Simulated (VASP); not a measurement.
# Zr2O (P4_2/nnm) in VASP: notebook

Runs on Zr2O. Level: PBEsol. Tasks: single point.

Program: VASP 6.6.1. These are calculated values, not measurements. Logs are shortened: lines on timing, memory, paths and dates and some standing lists are left out, and cuts for length are marked.

### 1 The cell of the first run

It takes space group P4_2/nnm (No. 134, tetragonal). The conventional cell has a = 4.517 Å, b = 4.517 Å, c = 5.421 Å, α = 90.00°, β = 90.00°, γ = 90.00°. Within 2.8 Å of Zr (site symmetry 2/m) lie 2 O at 2.09 Å. O (site symmetry -42m) has 4 Zr at 2.09 Å within 2.8 Å.

### 2 Single point, PBEsol

The input, INCAR:

```
SYSTEM = Zr2O
PREC = Accurate
ENCUT = 520
EDIFF = 1E-7
ISMEAR = 0
SIGMA = 0.15
LREAL = .FALSE.
LASPH = .TRUE.
NELM = 80
ALGO = Normal
ISIF = 2
LWAVE = .FALSE.
LCHARG = .FALSE.
GGA = PS
NBANDS = 39
```

The input, KPOINTS:

```
regular mesh
0
G
  12 12 12
  0 0 0
```

The input, POSCAR:

```
Zr2O
1.0
    4.5172441274      0.0000000000      0.0000000000
    0.0000000000      4.5172441274      0.0000000000
    0.0000000000      0.0000000000      5.4206929529
Zr O
4 2
Direct
    0.2500000000      0.2500000000      0.7500000000
    0.7500000000      0.2500000000      0.2500000000
    0.2500000000      0.7500000000      0.2500000000
    0.7500000000      0.7500000000      0.7500000000
    0.0000000000      0.0000000000      0.0000000000
    0.5000000000      0.5000000000      0.5000000000
```

Potentials or basis: VASP PAW PBE potentials, release 64 (Zr_sv, O).

Command:

```bash
$ cat potpaw_PBE.64/Zr_sv/POTCAR potpaw_PBE.64/O/POTCAR > POTCAR
$ mpirun -np 1 vasp_std > vasp.out
```

OUTCAR:

```text
SYSTEM = Zr2O
   PREC = Accurate
   ENCUT = 520
   EDIFF = 1E-7
   ISMEAR = 0
   LREAL = .FALSE.
   LASPH = .TRUE.
   NELM = 80
   ISIF = 2
   GGA = PS

 ion  position               nearest neighbor table
   1  0.250  0.250  0.750-   5 2.09   6 2.09   4 3.19   4 3.19   4 3.19   4 3.19   3 3.53   3 3.53
                             3 3.53   3 3.53   2 3.53   2 3.53   2 3.53   2 3.53
   2  0.750  0.250  0.250-   5 2.09   6 2.09   3 3.19   3 3.19   3 3.19   3 3.19   4 3.53   1 3.53
                             4 3.53   4 3.53   1 3.53   4 3.53   1 3.53   1 3.53
   3  0.250  0.750  0.250-   5 2.09   6 2.09   2 3.19   2 3.19   2 3.19   2 3.19   4 3.53   1 3.53
                             1 3.53   1 3.53   4 3.53   4 3.53   4 3.53   1 3.53
   4  0.750  0.750  0.750-   5 2.09   6 2.09   1 3.19   1 3.19   1 3.19   1 3.19   3 3.53   2 3.53
                             2 3.53   2 3.53   3 3.53   3 3.53   3 3.53   2 3.53
   5  0.000  0.000  0.000-   1 2.09   2 2.09   3 2.09   4 2.09
   6  0.500  0.500  0.500-   1 2.09   2 2.09   3 2.09   4 2.09

  LATTYP: Found a simple tetragonal cell.
 ALAT       =     4.5172441274
 C/A-ratio  =     1.2000000000

  Lattice vectors:

 A1 = (   4.5172441274,   0.0000000000,   0.0000000000)
 A2 = (   0.0000000000,   4.5172441274,   0.0000000000)
 A3 = (   0.0000000000,   0.0000000000,   5.4206929529)

Analysis of symmetry for initial positions (statically):
=====================================================================
 Subroutine PRICEL returns:
 Original cell was already a primitive cell.

 Routine SETGRP: Setting up the symmetry group for a
 simple tetragonal supercell.

 Subroutine GETGRP returns: Found 16 space group operations
 (whereof  8 operations were pure point group operations)
 out of a pool of 16 trial point group operations.

The static configuration has the point symmetry D_2d.
 The point group associated with its full space group is D_4h.

Analysis of symmetry for dynamics (positions and initial velocities):
=====================================================================
 Subroutine PRICEL returns:
 Original cell was already a primitive cell.

 Routine SETGRP: Setting up the symmetry group for a
 simple tetragonal supercell.

 Subroutine GETGRP returns: Found 16 space group operations
 (whereof  8 operations were pure point group operations)
 out of a pool of 16 trial point group operations.

The dynamic configuration has the point symmetry D_2d.
 The point group associated with its full space group is D_4h.

 Subroutine INISYM returns: Found 16 space group operations
 (whereof  8 operations are pure point group operations),
 and found     1 'primitive' translations

----------------------------------------------------------------------------------------

                                     Primitive cell

  volume of cell :     110.6119

  direct lattice vectors                    reciprocal lattice vectors
     4.517244127  0.000000000  0.000000000     0.221373911  0.000000000  0.000000000
     0.000000000  4.517244127  0.000000000     0.000000000  0.221373911  0.000000000
     0.000000000  0.000000000  5.420692953     0.000000000  0.000000000  0.184478259

  length of vectors
     4.517244127  4.517244127  5.420692953     0.221373911  0.221373911  0.184478259

  position of ions in fractional coordinates (direct lattice)
     0.250000000  0.250000000  0.750000000
     0.750000000  0.250000000  0.250000000
     0.250000000  0.750000000  0.250000000
     0.750000000  0.750000000  0.750000000
     0.000000000  0.000000000  0.000000000
     0.500000000  0.500000000  0.500000000

  ion indices of the primitive-cell ions
   primitive index   ion index
                 1           1
                 2           2
                 3           3
                 4           4
                 5           5
                 6           6

----------------------------------------------------------------------------------------

 KPOINTS: regular mesh

Automatic generation of k-mesh.
 Grid dimensions read from file:
 generate k-points for:   12   12   12

 Generating k-lattice:

  Cartesian coordinates                     Fractional coordinates (reciprocal lattice)
     0.018447826  0.000000000  0.000000000     0.083333333  0.000000000  0.000000000
     0.000000000  0.018447826  0.000000000     0.000000000  0.083333333  0.000000000
     0.000000000  0.000000000  0.015373188     0.000000000  0.000000000  0.083333333

  Length of vectors
     0.018447826  0.018447826  0.015373188

  Shift w.r.t. Gamma in fractional coordinates (k-lattice)
     0.000000000  0.000000000  0.000000000

 Subroutine IBZKPT returns following result:
 ===========================================

 Found    196 irreducible k-points:

 Following reciprocal coordinates:
            Coordinates               Weight
  0.000000  0.000000  0.000000      1.000000
  0.083333  0.000000  0.000000      4.000000
  0.166667  0.000000  0.000000      4.000000
  0.250000  0.000000  0.000000      4.000000
  0.333333  0.000000  0.000000      4.000000
  0.416667  0.000000  0.000000      4.000000
[... 16 lines left out ...]
  0.333333  0.333333  0.000000      4.000000
  0.416667  0.333333  0.000000      8.000000
 [... further k-points ...]
   k-points           NKPTS =    196   k-points in BZ     NKDIM =    196   number of bands    NBANDS=     39
   number of dos      NEDOS =    301   number of ions     NIONS =      6
   total plane-waves  NPLWV =  51840
   dimension x,y,z NGX =    36 NGY =   36 NGZ =   40
   dimension x,y,z NGXF=    72 NGYF=   72 NGZF=   80
   ions per type =               4   2
   NGX,Y,Z   is equivalent  to a cutoff of  13.25, 13.25, 12.27 a.u.
   NGXF,Y,Z  is equivalent  to a cutoff of  26.50, 26.50, 24.54 a.u.
 SYSTEM =  Zr2O
   PREC   = accura    normal or accurate (medium, high low for compatibility)
   ISTART =      0    job   : 0-new  1-cont  2-samecut
   ICHARG =      2    charge: 1-file 2-atom 10-const
   ISPIN  =      1    spin polarized calculation?
   LNONCOLLINEAR =      F non collinear calculations
   LSORBIT =      F    spin-orbit coupling
   LASPH  =      T    aspherical Exc in radial PAW
   ENCUT  =  520.0 eV  38.22 Ry    6.18 a.u.   8.40  8.40 10.08*2*pi/ulx,y,z
   NELM   =     80;   NELMIN=  2; NELMDL= -5     # of ELM steps
   EDIFF  = 0.1E-06   stopping-criterion for ELM
   LREAL  =      F    real-space projection
   EDIFFG = 0.1E-05   stopping-criterion for IOM
   NSW    =      0    number of steps for IOM
   IBRION =     -1    ionic relax: 0-MD 1-quasi-New 2-CG
   NFREE  =      0    steps in history (QN), initial steepest desc. (CG)
   ISIF   =      2    stress and relaxation
   ISYM   =      2    0-nonsym 1-usesym 2-fastsym
   POTIM  = 0.5000    time-step for ionic-motion
   TEBEG  =    0.0;   TEEND  =   0.0 temperature during run
   PSTRESS=    0.0 pullay stress
   NELECT =      60.0000    total number of electrons
   NUPDOWN=      -1.0000    fix difference up-down
   EMIN   =  10.00;   EMAX   =-10.00  energy-range for DOS
   EFERMI =   0.00;   METHOD = LEGACY
   ISMEAR =     0;   SIGMA  =   0.15  broadening in eV -4-tet -1-fermi 0-gaus
   EFERMI_NEDOS =   21; number of points for ismear=-14 and -15
   IALGO  =     38    algorithm
   IMIX   =      4    mixing-type and parameters
     AMIX     =   0.40;   BMIX     =  1.00
     AMIX_MAG =   1.60;   BMIX_MAG =  1.00
  volume/ion in A,a.u.               =      18.44       124.41
  Fermi-wavevector in a.u.,A,eV,Ry     =   1.335133  2.523036 24.253483  1.782581
  Thomas-Fermi vector in A             =   2.463861
   LORBIT       =      0    0 simple, 1 ext, 2 COOP (PROOUT), +10 PAW based schemes
   GGA     = PS    functional components
   LHFCALC =     F    Hartree Fock is set to
   AEXX    =    0.0000 exact exchange contribution
   IVDW    =     0    specifies the selected vdW correction
   LEPSILON=     F    determine dielectric tensor
   LRPA    =     F    only Hartree local field effects (RPA)
 non-spin polarized calculation
 Gauss-broadening in eV      SIGMA  =   0.15
  energy-cutoff  :      520.00
  volume of cell :      110.61
 maximum number of plane-waves:      3002
 NGX is ok and might be reduce to    36
   NGX = 17   NGY = 17   NGZ = 21

 number of electron      59.9999993 magnetization

 Free energy of the ion-electron system (eV)
  ---------------------------------------------------
  ext. energy  EPLUGINS =         0.00000000
  ---------------------------------------------------
  free energy    TOTEN  =       -56.08580037 eV

  energy without entropy =      -56.00910854  energy(sigma->0) =      -56.04745446

 E-fermi :   8.2723     XC(G=0): -11.0982

 val. band max:        8.2710963515   @ k =   0.5000   0.0833   0.3333
 cond. band min:       8.2735645915   @ k =   0.4167   0.2500   0.5000
 fundamental gap:      0.0024682400
 Fermi energy:         8.2723194652

 k-point     1 :       0.0000    0.0000    0.0000
  band No.  band energies     occupation
      1     -40.7661      2.00000
      2     -40.6961      2.00000
      3     -40.6248      2.00000
      4     -40.6248      2.00000
      5     -20.0924      2.00000
      6     -19.1382      2.00000
[... 31 lines left out ...]
     38      11.7819      0.00000
     39      12.1575      0.00000

 k-point     2 :       0.0833    0.0000    0.0000
  band No.  band energies     occupation
      1     -40.7638      2.00000
      2     -40.6948      2.00000
      3     -40.6272      2.00000
      4     -40.6260      2.00000
      5     -20.0751      2.00000
      6     -19.1324      2.00000
[... 31 lines left out ...]
     38      11.7077      0.00000
     39      12.1461      0.00000

 k-point     3 :       0.1667    0.0000    0.0000
  band No.  band energies     occupation
      1     -40.7567      2.00000
      2     -40.6912      2.00000
      3     -40.6343      2.00000
      4     -40.6295      2.00000
      5     -20.0240      2.00000
      6     -19.1154      2.00000
[... 31 lines left out ...]
     38      11.6549      0.00000
     39      12.0191      0.00000

 k-point     4 :       0.2500    0.0000    0.0000
  band No.  band energies     occupation
      1     -40.7455      2.00000
      2     -40.6855      2.00000
      3     -40.6455      2.00000
      4     -40.6351      2.00000
      5     -19.9411      2.00000
      6     -19.0898      2.00000
[... 31 lines left out ...]
     38      11.4547      0.00000
     39      11.7556      0.00000
[... 754 lines left out ...]
     38      10.8468      0.00000
     39      11.4565      0.00000

 k-point    23 :       0.3333    0.3333    0.0000
  band No.  band energies     occupation
      1     -40.7090      2.00000
      2     -40.6727      2.00000
      3     -40.6683      2.00000
      4     -40.6602      2.00000
      5     -19.7579      2.00000
      6     -19.4824      2.00000
[... 31 lines left out ...]
     38      10.9917      0.00000
     39      11.4099      0.00000

 k-point    24 :       0.4167    0.3333    0.0000
  band No.  band energies     occupation
      1     -40.6985      2.00000
      2     -40.6768      2.00000
      3     -40.6702      2.00000
      4     -40.6644      2.00000
      5     -19.7093      2.00000
      6     -19.5689      2.00000
[... 31 lines left out ...]
     38      10.9931      0.00000
     39      11.3440      0.00000

 [... further k-points ...]

------------------------ aborting loop because EDIFF is reached ----------------------------------------

  FORCE on cell =-STRESS in cart. coord.  units (eV):
  Direction    XX          YY          ZZ          XY          YZ          ZX
  --------------------------------------------------------------------------------------
  -------------------------------------------------------------------------------------
  Total        2.4397950      2.4397950     -7.2115533      0.0000000      0.0000000      0.0000000
  in kB       35.3396285     35.3396285   -104.4569811      0.0000000      0.0000000      0.0000000
  external PRESSURE =     -11.2592414 kB  Pullay stress =       0.0000000 kB

 VOLUME and BASIS-vectors are now :
 -----------------------------------------------------------------------------
  energy-cutoff  :      520.00
  volume of cell :      110.61
      direct lattice vectors                 reciprocal lattice vectors
     4.517244127  0.000000000  0.000000000     0.221373911  0.000000000  0.000000000
     0.000000000  4.517244127  0.000000000     0.000000000  0.221373911  0.000000000
     0.000000000  0.000000000  5.420692953     0.000000000  0.000000000  0.184478259

 POSITION                                       TOTAL-FORCE (eV/Angst)
 -----------------------------------------------------------------------------------
      1.12931      1.12931      4.06552        -0.000000      0.000000      0.000000
      3.38793      1.12931      1.35517        -0.000000     -0.000000      0.000000
      1.12931      3.38793      1.35517         0.000000     -0.000000     -0.000000
      3.38793      3.38793      4.06552         0.000000     -0.000000      0.000000
      0.00000      0.00000      0.00000         0.000000      0.000000      0.000000
      2.25862      2.25862      2.71035         0.000000      0.000000      0.000000
 -----------------------------------------------------------------------------------
    total drift:                                0.000000     -0.000000      0.000000

  FREE ENERGIE OF THE ION-ELECTRON SYSTEM (eV)
  ---------------------------------------------------
  free  energy   TOTEN  =       -56.0858003737 eV

  energy  without entropy=      -56.0091085408  energy(sigma->0) =      -56.04745446
```

Wall time 5.8 min (1 thread of Intel Xeon 6975P-C (Granite Rapids), shared host); peak memory 0.67 GiB.

What came out:

```yaml
Free_energy: -56.0858 eV
Pressure: -1.1 GPa
Band_gap_on_the_k_mesh: zero (bands 30 and 31 overlap by 1.06 eV)
```

Stress tensor (GPa, compression positive):
```
  3.53   0.00   0.00
  0.00   3.53   0.00
  0.00   0.00 -10.45
```

Caveat: the PAW data sets were made with another functional, which shifts forces and pressure a little.

[end of part 1 of 2]
